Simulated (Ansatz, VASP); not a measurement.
## Ni in VASP and in Ansatz

```
Ni
1.0
     2.46435    0.00000    0.00000
    -1.23218    2.13419    0.00000
     0.00000    0.00000    4.05083
Ni
2
Cartesian
  0.0000 1.4228 1.0127
  1.2322 0.7114 3.0381
```

Change from the starting cell: volume scaled by 0.975, PAW files.

Alike in both runs: task electric field gradients; functional PBE; k mesh 15 × 15 × 8; occupations fermi-dirac, width 0.05 eV; collinear spin.

|  | VASP | Ansatz |
| --- | --- | --- |
| version | VASP 6.6.1 | Ansatz 0.2.0 |
| potentials or method | VASP PAW PBE potentials, release 64 (Ni) | PAW with Ansatz's default frozen-core files, scalar-relativistic |
| plane-wave cutoff (eV) | 520 | 420 |
| valence electrons in the cell | 20 | 36 |

VASP gave:

| Property | Result |
| --- | --- |
| pressure (GPa) | 5.2 |
| traceless stress, the component that is largest in VASP (GPa) | -0.13 |
| net moment per atom (μB) | 0.64 |
| size of the moment on the site where the two differ most (μB) | 0.65 |
| size of Vzz on the site where it differs most (V/Å²) | 2.9 |

**Question.** Which values does Ansatz return?

**Answer.** Pressure (GPa): 5.3; traceless stress, the component that is largest in VASP (GPa): -0.05; net moment per atom (μB): 0.65; size of the moment on the site where the two differ most (μB): 0.69; size of Vzz on the site where it differs most (V/Å²): 3.4.

Site moments also hang on the region over which each program counts them. The functional is the same, so the differences come from potentials, cutoffs and numerics. VASP's potentials hold 20 valence electrons a cell and Ansatz's 36, so a difference there can come from the potentials and not from the codes.
